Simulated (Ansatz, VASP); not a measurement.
# One calculation of Li, two programs

Contents of INCAR:

```
SYSTEM = Li
ALGO = Normal
EDIFF = 1E-7
EDIFFG = -0.005
ENCUT = 600
GGA = PE
IBRION = 2
ISIF = 3
ISMEAR = -1
LASPH = .True.
LCHARG = .False.
LREAL = .False.
LWAVE = .False.
NELM = 80
NSW = 60
PREC = Accurate
SIGMA = 0.05
```

Contents of KPOINTS:

```
k-points
0
Gamma
  14 14 14
  0 0 0
```

POSCAR

```
Li
1.0
    2.7937906620      0.0000000000      0.0000000000
    0.0000000000      2.7937906620      0.0000000000
    0.0000000000      0.0000000000      2.7937906620
Li
1
Direct
    0.0000000000      0.0000000000      0.0000000000
```

Input for Ansatz:

```yaml
crystal:
  lattice:
    - [2.793790662, 0.0, 0.0]
    - [0.0, 2.793790662, 0.0]
    - [0.0, 0.0, 2.793790662]
  atoms:
    - { symbol: Li, position: [0.0, 0.0, 0.0] }
kpoints:
  mp_grid: { grid: [14, 14, 14] }
scf:
  occupations: { method: fermi_dirac, width: 0.05 }
hamiltonian:
  xc: pbe
  pseudopotentials: { kind: paw }
output:
  forces: true
  stress: true
  write_density: true
  write_potential: true
  elf: true
  volumetric_format: npy
relax:
  f_tol: 0.005
  max_steps: 40
  cell: {}
```

Alike in both runs: task relaxation of cell and atoms; functional PBE; k mesh 14 × 14 × 14; occupations fermi-dirac, width 0.05 eV; no spin polarisation.

|  | VASP | Ansatz |
| --- | --- | --- |
| version | VASP 6.6.1 | Ansatz 0.2.0 |
| potentials or method | VASP PAW PBE potentials, release 64 (Li_sv) | PAW with Ansatz's default frozen-core files, scalar-relativistic |
| plane-wave cutoff (eV) | 600 | 420 |
| valence electrons in the cell | 3 | 3 |

```tsv
	VASP	Ansatz	Ansatz less VASP
relaxed volume (Å³/atom)	20.11	20.34	+0.229
relaxed length of the cell vector where the two differ most in proportion (Å)	2.719	2.730	+0.0103
```

Noted on VASP's run: the cutoff is under 1.25 times that of the potentials, so the pressure is a little rough.
